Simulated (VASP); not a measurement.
## CaF2: electric field gradients with PBEsol

The system is CaF2.

```
CELL_PARAMETERS angstrom
0.00000 2.74032 2.74032
2.74032 0.00000 2.74032
2.74032 2.74032 0.00000
ATOMIC_POSITIONS crystal
Ca 0.00000 0.00000 0.00000
F 0.25000 0.25000 0.25000
F 0.75000 0.75000 0.75000
```

* Program: VASP 6.6.1
* Task: electric field gradients
* Functional: PBEsol
* Potentials or basis: VASP PAW PBE potentials, release 64 (Ca_sv, F)
* Cutoff: 520 eV
* k mesh: 8 × 8 × 8
* Occupations: fermi-dirac, width 0.02 eV
* Spin: no spin polarisation
* Dipole correction: no
* Further INCAR settings: ALGO = Normal; EDIFF = 1e-08; NBANDS = 19

| Item | Value |
| --- | --- |
| Pressure | -2.4 GPa |
| Band gap on the k mesh | 7.03 eV (least direct gap 7.29 eV) |
| Largest electric field gradient by atom | zero within the noise of the run |

Levels at points of the mesh, in eV from the valence-band top:
| k point | band 10 | band 11 | band 12 | band 13 | band 14 | band 15 |
| --- | --- | --- | --- | --- | --- | --- |
| (0.00, 0.00, 0.00) | -0.26 | -0.26 | -0.26 | 7.03 | 9.08 | 9.08 |
| (0.50, 0.00, 0.00) | -1.25 | -0.84 | -0.84 | 9.30 | 9.30 | 9.63 |
| (0.50, 0.50, 0.00) | -0.37 | -0.37 | 0.00 | 7.99 | 9.41 | 10.02 |

Wall time 16 s on 1 thread of AMD EPYC 9R45 96-Core Processor (Zen 5) (shared host), peak memory 0.15 GiB.

Caveat: the PAW data sets were made with another functional, which shifts forces and pressure a little. A k mesh can miss the band edges.
